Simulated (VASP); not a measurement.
Runs of VASP 6.6.1 on HfC2. The structure is that of space group P6/mmm (No. 191), or close to it. The cells are those of the table. The cell was built from a structure type or drawn by symmetry, and may not be a known phase.

```csv
task,cell,k mesh,cutoff (eV),gap on the mesh (eV),pressure (GPa),relaxed volume (Å³/atom)
relaxation of cell and atoms,"relaxed from a = 3.568, b = 3.568, c = 3.773 Å, angles 90.0, 90.0, 120.0°, 3 atoms",6 × 6 × 4,600,none,0.4,9.72
single point,"a = 3.278, b = 3.278, c = 3.179 Å, angles 90.0, 90.0, 120.0°, 3 atoms",6 × 6 × 4,520,none,-2.0,-
relaxation of cell and atoms,"relaxed from a = 3.278, b = 3.278, c = 3.179 Å, angles 90.0, 90.0, 120.0°, 3 atoms",18 × 18 × 14,600,none,-0.1,9.64
single point,"a = 3.239, b = 3.239, c = 3.214 Å, angles 90.0, 90.0, 120.0°, 3 atoms",18 × 18 × 14,520,none,(a),-
```

Alike in all rows: level PBE; potentials or basis VASP PAW PBE potentials, release 64 (Hf_pv, C); no spin polarisation; smearing gaussian 0.1 eV.

Q: Estimate the missing entries.

A: (a) -1.8.

Caveats: some runs use coarse meshes; spin-orbit coupling is left out, which moves the levels of the heavy elements; the volume moved by over 15 % at a fixed basis, so the end points are rough (at least some runs).

A k mesh can miss the band edges, and the runs leave out spin-orbit coupling on Hf.

A gap of «none» marks levels without a gap at the run's occupations.
